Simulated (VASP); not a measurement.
# Li (Im-3m) in VASP: notebook

The runs below take Li through single point, with PBEsol.

Everything below comes from runs of VASP 6.6.1. Logs are shortened: lines on timing, memory, paths and dates and some standing lists are left out, and cuts for length are marked.

## (1) The cell of the first run

The structure is cubic, space group Im-3m (No. 229). Conventional cell: a = 2.895 Å, b = 2.895 Å, c = 2.895 Å, α = 90.00°, β = 90.00°, γ = 90.00°. Within 3.3 Å of Li (site symmetry m-3m) lie 14 Li at 2.51 to 2.89 Å.

## (2) Single point, PBEsol (12.13 Å³/atom)

Contents of INCAR:

```
SYSTEM = Li
PREC     = Accurate       ! precision mode
ENCUT    = 750            ! plane-wave cutoff, eV
EDIFF    = 1E-6           ! SCF threshold, eV
ISMEAR   = -1             ! smearing method
SIGMA    = 0.08           ! smearing width, eV
LREAL    = .False.        ! projectors in reciprocal space
LASPH    = .True.         ! aspherical terms in the spheres
NELM     = 120            ! most SCF steps
ALGO     = Normal         ! electronic algorithm
ISIF     = 2              ! what is computed and relaxed
LWAVE    = .False.        ! write WAVECAR
LCHARG   = .True.         ! write CHGCAR
GGA      = PS             ! functional
LELF     = .True.         ! ELF
LVHAR    = .True.       
NBANDS   = 8              ! bands
GGA_COMPAT= .False.
```

Contents of KPOINTS:

```
Automatic mesh
0
Gamma
  16 16 16
  0 0 0
```

Contents of POSCAR:

```
Li
1.0
   -1.4472687649      1.4472687649      1.4472687649
    1.4472687649     -1.4472687649      1.4472687649
    1.4472687649      1.4472687649     -1.4472687649
Li
1
Direct
    0.0000000000      0.0000000000      0.0000000000
```

Potentials or basis: VASP PAW PBE potentials, release 64 (Li_sv).

Launch:

```sh
cat potpaw_PBE.64/Li_sv/POTCAR > POTCAR
mpirun -np 1 vasp_std > vasp.out
```

OUTCAR:

```text
SYSTEM = Li
   PREC = Accurate
   ENCUT = 750
   EDIFF = 1E-6
   ISMEAR = -1
   LREAL = .False.
   LASPH = .True.
   NELM = 120
   ISIF = 2
   GGA = PS

 ion  position               nearest neighbor table
   1  0.000  0.000  0.000-

  LATTYP: Found a body centered cubic cell.
 ALAT       =     2.8945375298

  Lattice vectors:

 A1 = (  -1.4472687649,   1.4472687649,   1.4472687649)
 A2 = (   1.4472687649,  -1.4472687649,   1.4472687649)
 A3 = (   1.4472687649,   1.4472687649,  -1.4472687649)

Analysis of symmetry for initial positions (statically):
=====================================================================
 Subroutine PRICEL returns:
 Original cell was already a primitive cell.

 Routine SETGRP: Setting up the symmetry group for a
 body centered cubic supercell.

 Subroutine GETGRP returns: Found 48 space group operations
 (whereof 48 operations were pure point group operations)
 out of a pool of 48 trial point group operations.

The static configuration has the point symmetry O_h .

Analysis of symmetry for dynamics (positions and initial velocities):
=====================================================================
 Subroutine PRICEL returns:
 Original cell was already a primitive cell.

 Routine SETGRP: Setting up the symmetry group for a
 body centered cubic supercell.

 Subroutine GETGRP returns: Found 48 space group operations
 (whereof 48 operations were pure point group operations)
 out of a pool of 48 trial point group operations.

The dynamic configuration has the point symmetry O_h .

 Subroutine INISYM returns: Found 48 space group operations
 (whereof 48 operations are pure point group operations),
 and found     1 'primitive' translations

----------------------------------------------------------------------------------------

                                     Primitive cell

  volume of cell :      12.1257

  direct lattice vectors                    reciprocal lattice vectors
    -1.447268765  1.447268765  1.447268765     0.000000000  0.345478333  0.345478333
     1.447268765 -1.447268765  1.447268765     0.345478333  0.000000000  0.345478333
     1.447268765  1.447268765 -1.447268765     0.345478333  0.345478333  0.000000000

  length of vectors
     2.506743033  2.506743033  2.506743033     0.488580144  0.488580144  0.488580144

  position of ions in fractional coordinates (direct lattice)
     0.000000000  0.000000000  0.000000000

  ion indices of the primitive-cell ions
   primitive index   ion index
                 1           1

----------------------------------------------------------------------------------------

 KPOINTS: Automatic mesh

Automatic generation of k-mesh.
 Grid dimensions read from file:
 generate k-points for:   16   16   16

 Generating k-lattice:

  Cartesian coordinates                     Fractional coordinates (reciprocal lattice)
     0.000000000  0.021592396  0.021592396     0.062500000  0.000000000  0.000000000
     0.021592396  0.000000000  0.021592396     0.000000000  0.062500000  0.000000000
     0.021592396  0.021592396  0.000000000     0.000000000  0.000000000  0.062500000

  Length of vectors
     0.030536259  0.030536259  0.030536259

  Shift w.r.t. Gamma in fractional coordinates (k-lattice)
     0.000000000  0.000000000  0.000000000

 Subroutine IBZKPT returns following result:
 ===========================================

 Found    145 irreducible k-points:

 Following reciprocal coordinates:
            Coordinates               Weight
  0.000000  0.000000  0.000000      1.000000
  0.062500  0.000000  0.000000     12.000000
  0.125000  0.000000  0.000000     12.000000
  0.187500  0.000000  0.000000     12.000000
  0.250000  0.000000  0.000000     12.000000
  0.312500  0.000000  0.000000     12.000000
[... 16 lines left out ...]
  0.187500  0.187500  0.000000     24.000000
  0.250000  0.187500  0.000000     48.000000
 [... further k-points ...]
   k-points           NKPTS =    145   k-points in BZ     NKDIM =    145   number of bands    NBANDS=      8
   number of dos      NEDOS =    301   number of ions     NIONS =      1
   total plane-waves  NPLWV =  13824
   dimension x,y,z NGX =    24 NGY =   24 NGZ =   24
   dimension x,y,z NGXF=    48 NGYF=   48 NGZF=   48
   ions per type =               1
   NGX,Y,Z   is equivalent  to a cutoff of  15.92, 15.92, 15.92 a.u.
   NGXF,Y,Z  is equivalent  to a cutoff of  31.83, 31.83, 31.83 a.u.
 SYSTEM =  Li
   PREC   = accura    normal or accurate (medium, high low for compatibility)
   ISTART =      0    job   : 0-new  1-cont  2-samecut
   ICHARG =      2    charge: 1-file 2-atom 10-const
   ISPIN  =      1    spin polarized calculation?
   LNONCOLLINEAR =      F non collinear calculations
   LSORBIT =      F    spin-orbit coupling
   LASPH  =      T    aspherical Exc in radial PAW
   ENCUT  =  750.0 eV  55.12 Ry    7.42 a.u.   5.60  5.60  5.60*2*pi/ulx,y,z
   NELM   =    120;   NELMIN=  2; NELMDL= -5     # of ELM steps
   EDIFF  = 0.1E-05   stopping-criterion for ELM
   LREAL  =      F    real-space projection
   EDIFFG = 0.1E-04   stopping-criterion for IOM
   NSW    =      0    number of steps for IOM
   IBRION =     -1    ionic relax: 0-MD 1-quasi-New 2-CG
   NFREE  =      0    steps in history (QN), initial steepest desc. (CG)
   ISIF   =      2    stress and relaxation
   ISYM   =      2    0-nonsym 1-usesym 2-fastsym
   POTIM  = 0.5000    time-step for ionic-motion
   TEBEG  =    0.0;   TEEND  =   0.0 temperature during run
   PSTRESS=    0.0 pullay stress
   NELECT =       3.0000    total number of electrons
   NUPDOWN=      -1.0000    fix difference up-down
   EMIN   =  10.00;   EMAX   =-10.00  energy-range for DOS
   EFERMI =   0.00;   METHOD = LEGACY
   ISMEAR =    -1;   SIGMA  =   0.08  broadening in eV -4-tet -1-fermi 0-gaus
   EFERMI_NEDOS =   21; number of points for ismear=-14 and -15
   IALGO  =     38    algorithm
   IMIX   =      4    mixing-type and parameters
     AMIX     =   0.40;   BMIX     =  1.00
     AMIX_MAG =   1.60;   BMIX_MAG =  1.00
  volume/ion in A,a.u.               =      12.13        81.83
  Fermi-wavevector in a.u.,A,eV,Ry     =   1.027731  1.942130 14.370891  1.056231
  Thomas-Fermi vector in A             =   2.161691
   LORBIT       =      0    0 simple, 1 ext, 2 COOP (PROOUT), +10 PAW based schemes
   GGA     = PS    functional components
   LHFCALC =     F    Hartree Fock is set to
   AEXX    =    0.0000 exact exchange contribution
   IVDW    =     0    specifies the selected vdW correction
   LEPSILON=     F    determine dielectric tensor
   LRPA    =     F    only Hartree local field effects (RPA)
 non-spin polarized calculation
  energy-cutoff  :      750.00
  volume of cell :       12.13
 maximum number of plane-waves:       586
   NGX = 11   NGY = 11   NGZ = 11

 number of electron       2.9999998 magnetization

 Free energy of the ion-electron system (eV)
  ---------------------------------------------------
  ext. energy  EPLUGINS =         0.00000000
  ---------------------------------------------------
  free energy    TOTEN  =        -1.68460286 eV

  energy without entropy =       -1.67438025  energy(sigma->0) =       -1.67949156

 E-fermi :   2.4023     XC(G=0):  -8.4026

 val. band max:        2.3324886165   @ k =   0.3750   0.0625   0.0625
 cond. band min:       2.4250602058   @ k =  -0.3125   0.4375   0.1250
 fundamental gap:      0.0925715893
 Fermi energy:         2.4023092880

 k-point     1 :       0.0000    0.0000    0.0000
  band No.  band energies     occupation
      1     -42.7932      2.00000
      2      -1.6599      2.00000
      3      23.2482      0.00000
      4      23.2482      0.00000
      5      23.2482      0.00000
      6      29.4084      0.00000
      7      29.4084      0.00000
      8      29.4084      0.00000

 k-point     2 :       0.0625    0.0000    0.0000
  band No.  band energies     occupation
      1     -42.7882      2.00000
      2      -1.5800      2.00000
      3      22.5153      0.00000
      4      22.6712      0.00000
      5      23.0389      0.00000
      6      27.6929      0.00000
      7      27.9741      0.00000
      8      29.5749      0.00000

 k-point     3 :       0.1250    0.0000    0.0000
  band No.  band energies     occupation
      1     -42.7737      2.00000
      2      -1.3340      2.00000
      3      20.3558      0.00000
      4      21.4792      0.00000
      5      22.4503      0.00000
      6      26.2202      0.00000
      7      26.4331      0.00000
      8      29.0668      0.00000

 k-point     4 :       0.1875    0.0000    0.0000
  band No.  band energies     occupation
      1     -42.7521      2.00000
      2      -0.9207      2.00000
      3      17.5702      0.00000
      4      20.2337      0.00000
      5      21.6344      0.00000
      6      24.7011      0.00000
      7      26.1028      0.00000
      8      29.2024      0.00000

 k-point     5 :       0.2500    0.0000    0.0000
  band No.  band energies     occupation
      1     -42.7265      2.00000
      2      -0.3380      2.00000
      3      14.8015      0.00000
      4      19.1343      0.00000
      5      20.7876      0.00000
      6      23.4504      0.00000
      7      26.2022      0.00000
      8      29.8298      0.00000
[... 177 lines left out ...]
 k-point    22 :       0.4375    0.1250    0.0000
  band No.  band energies     occupation
      1     -42.6550      2.00000
      2       2.8945      0.00425
      3       7.6422      0.00000
      4      15.1237      0.00000
      5      17.7551      0.00000
      6      25.0259      0.00000
      7      27.8635      0.00000
      8      33.9526      0.00000

 k-point    23 :       0.1875    0.1875    0.0000
  band No.  band energies     occupation
      1     -42.6951      2.00000
      2       0.6135      2.00000
      3      12.7540      0.00000
      4      15.5189      0.00000
      5      18.8395      0.00000
      6      25.9586      0.00000
      7      27.3788      0.00000
      8      31.1847      0.00000

 k-point    24 :       0.2500    0.1875    0.0000
  band No.  band energies     occupation
      1     -42.6751      2.00000
      2       1.4719      1.99998
      3      10.7043      0.00000
      4      14.5089      0.00000
      5      18.3152      0.00000
      6      26.2854      0.00000
      7      27.8036      0.00000
      8      32.3745      0.00000

 [... further k-points ...]
[... 5 lines left out ...]
  --------------------------------------------------------------------------------------
  -------------------------------------------------------------------------------------
  Total        1.2333396      1.2333396      1.2333396      0.0000000      0.0000000      0.0000000
  in kB      162.9617550    162.9617550    162.9617550      0.0000000      0.0000000      0.0000000
  external PRESSURE =     162.9617550 kB  Pullay stress =       0.0000000 kB

 VOLUME and BASIS-vectors are now :
 -----------------------------------------------------------------------------
  energy-cutoff  :      750.00
  volume of cell :       12.13
      direct lattice vectors                 reciprocal lattice vectors
    -1.447268765  1.447268765  1.447268765     0.000000000  0.345478333  0.345478333
     1.447268765 -1.447268765  1.447268765     0.345478333  0.000000000  0.345478333
     1.447268765  1.447268765 -1.447268765     0.345478333  0.345478333  0.000000000

 POSITION                                       TOTAL-FORCE (eV/Angst)
 -----------------------------------------------------------------------------------
      0.00000      0.00000      0.00000        -0.000000     -0.000000     -0.000000
 -----------------------------------------------------------------------------------
    total drift:                               -0.000000      0.000000     -0.000000

  FREE ENERGIE OF THE ION-ELECTRON SYSTEM (eV)
  ---------------------------------------------------
  free  energy   TOTEN  =        -1.6846028586 eV

  energy  without entropy=       -1.6743802548  energy(sigma->0) =       -1.67949156
```

Run time: 8 s. Hardware: 1 thread of Intel Xeon Platinum 8259CL at 2.50GHz (Skylake/Cascade Lake), shared host; peak memory 0.14 GiB.

What came out:

```yaml
Free_energy: -1.6846 eV
Pressure: 16.3 GPa
Band_gap_on_the_k_mesh: zero (an odd number of electrons rules out a gap without spin polarisation)
```

Levels at points of the mesh, in eV from the Fermi level:
| k point | band 1 | band 2 | band 3 | band 4 | band 5 |
| --- | --- | --- | --- | --- | --- |
| (0.00, 0.00, 0.00) | -45.20 | -4.06 | 20.85 | 20.85 | 20.85 |
| (0.50, 0.00, 0.00) | -45.06 | 0.08 | 5.42 | 14.68 | 16.62 |
| (0.50, 0.50, 0.50) | -44.98 | 7.68 | 7.68 | 7.68 | 10.48 |

Caveat: the cell stands under pressure; the PAW data sets were made with another functional, which shifts forces and pressure a little.

## (3) Single point, PBEsol (13.74 Å³/atom)

This run uses another cell than the first one, of 13.74 Å³/atom.

Contents of INCAR:

```
SYSTEM = Li
ALGO = Normal
EDIFF = 1E-6
ENCUT = 750
GGA = PS
GGA_COMPAT = .FALSE.
ISIF = 2
ISMEAR = -1
LASPH = .TRUE.
LCHARG = .TRUE.
LELF = .TRUE.
LREAL = .FALSE.
LVHAR = .TRUE.
LWAVE = .FALSE.
NBANDS = 8
NELM = 120
PREC = Accurate
SIGMA = 0.08
```

Contents of KPOINTS:

```
k-points
0
G
  16 16 16
  0 0 0
```

Contents of POSCAR:

```
Li
1.0
   -1.5089276265      1.5089276265      1.5089276265
    1.5089276265     -1.5089276265      1.5089276265
    1.5089276265      1.5089276265     -1.5089276265
Li
1
Direct
    0.0000000000      0.0000000000      0.0000000000
```

Potentials or basis: VASP PAW PBE potentials, release 64 (Li_sv).

Launch:

```sh
cat potpaw_PBE.64/Li_sv/POTCAR > POTCAR
mpirun -np 1 vasp_std > vasp.out
```

Wall time 8.1 s (1 thread of Intel Xeon Platinum 8259CL at 2.50GHz (Skylake/Cascade Lake), shared host); peak memory 0.14 GiB.

The run converged. Its results:

```
Free energy            : -1.8169 eV
Pressure               : 9.9 GPa
Band gap on the k mesh : zero (an odd number of electrons rules out a gap without spin polarisation)
```

Levels at points of the mesh, in eV from the Fermi level:
```csv
k point,band 1,band 2,band 3,band 4,band 5
"(0.00, 0.00, 0.00)",-45.32,-3.98,19.16,19.16,19.16
"(0.50, 0.00, 0.00)",-45.24,0.13,4.80,13.51,15.32
"(0.50, 0.50, 0.50)",-45.18,7.09,7.09,7.09,9.73
```

Caveat: the cell stands under pressure; the PAW data sets were made with another functional, which shifts forces and pressure a little.

The gap in the log of VASP goes by the Fermi energy; the results here count the filled bands.